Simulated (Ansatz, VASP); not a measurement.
**TiAl in VASP and in Ansatz**

```
Ti Al
1.0
     3.18619    0.00000    0.00000
     0.00000    3.18619    0.00000
     0.00000    0.00000    3.18619
Ti Al
1 1
Direct
  0.50000 0.50000 0.50000
  0.00000 0.00000 0.00000
```

Alike in both runs: functional PBE; k mesh 18 × 18 × 18; occupations gaussian, width 0.1 eV; no spin polarisation.

Ansatz relaxed the structure, and its values are those at the end. VASP's run is a single point on that final structure, the one shown.

|  | VASP | Ansatz |
| --- | --- | --- |
| version | VASP 6.6.1 | Ansatz 0.2.0 |
| potentials or method | VASP PAW PBE potentials, release 64 (Ti_sv, Al), cutoff 520 eV | scalar-relativistic, plane waves, PAW |
| valence electrons in the cell | 15 | 15 |

|  | VASP | Ansatz | Ansatz less VASP |
| --- | --- | --- | --- |
| gap on the k mesh at the Fermi level (eV) | none | none | - |
| pressure (GPa) | 0.0 | 0.0 | +0.03 |

A gap of «none» marks a metal or a gap that the smearing closes.
